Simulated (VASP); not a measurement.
Input of a VASP 6.6.1 run:

Contents of INCAR:

```
PREC = Accurate
ENCUT = 600
EDIFF = 1E-6
ISMEAR = 0
SIGMA = 0.01
LREAL = F
LASPH = T
NELM = 120
ALGO = Normal
ISIF = 2
LWAVE = F
LCHARG = F
GGA = PE
NBANDS = 15
GGA_COMPAT = F
```

File KPOINTS:

```
Automatic mesh
0
Gamma
  6 6 6
```

The input POSCAR:

```
YN
1.0
    0.0000000000      2.3943545223      2.3943545223
    2.3943545223      0.0000000000      2.3943545223
    2.3943545223      2.3943545223      0.0000000000
Y N
1 1
Direct
    0.0000000000      0.0000000000      0.0000000000
    0.5000000000      0.5000000000      0.5000000000
```

Potentials or basis: VASP PAW PBE potentials, release 64 (Y_sv, N).

The run is started by

```console
$ cat potpaw_PBE.64/Y_sv/POTCAR potpaw_PBE.64/N/POTCAR > POTCAR
$ mpirun -np 1 vasp_std > vasp.out
```

Question: Predict the pressure.

Answer: 13.4 GPa.

Question: What does it give for the band gap on the k mesh?

Answer: 0.05 eV, indirect (least direct gap 0.39 eV).

A k mesh can miss the band edges.
